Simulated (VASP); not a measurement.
SiC, 16 atoms in the cell. Symmetry: P6_3mc, No. 186, hexagonal system. The conventional cell has a = 2.951 Å, b = 2.951 Å, c = 19.291 Å, α = 90.00°, β = 90.00°, γ = 120.00°. Within 2.4 Å of Si (site symmetry 3m) lie 4 C at 1.81 Å. Si (site symmetry 3m) has 4 C at 1.81 Å within 2.4 Å. Within 2.4 Å of Si (site symmetry 3m) lie 4 C at 1.81 Å. Within 2.4 Å of Si (site symmetry 3m) lie 4 C at 1.81 Å. Within 2.4 Å of C (site symmetry 3m) lie 4 Si at 1.81 Å. C (site symmetry 3m) has 4 Si at 1.81 Å within 2.4 Å. C (site symmetry 3m) has 4 Si at 1.81 Å within 2.4 Å. Within 2.4 Å of C (site symmetry 3m) lie 4 Si at 1.81 Å. 

```yaml
Program: VASP 6.6.1
Task: single point
Functional: r2SCAN
Potentials_or_basis: VASP PAW PBE potentials, release 64 (Si, C)
Cutoff: 520 eV
k_mesh: 12 × 12 × 2
Occupations: gaussian, width 0.02 eV
Spin: no spin polarisation
Dipole_correction: no
Further_INCAR_settings: LREAL = Auto; ALGO = Normal; EDIFF = 1e-06; NBANDS = 46
```

Potentials or basis: VASP PAW PBE potentials, release 64 (Si, C).

Run with:

```sh
$ cat potpaw_PBE.64/Si/POTCAR potpaw_PBE.64/C/POTCAR > POTCAR
$ cp INCAR.step1 INCAR
$ mpirun -np 1 vasp_std > vasp.out
$ cp INCAR.step2 INCAR
$ mpirun -np 1 vasp_std > vasp.out
```

Hardware: 1 thread of AMD EPYC 7R43 64-Core Processor (Zen 3), with other jobs on the host.

**Question.** How long does it take, and how much memory?

**Answer.** Wall time 25 min on 1 thread of AMD EPYC 7R43 64-Core Processor (Zen 3) (shared host), peak memory 0.34 GiB. Counts: k points 38.
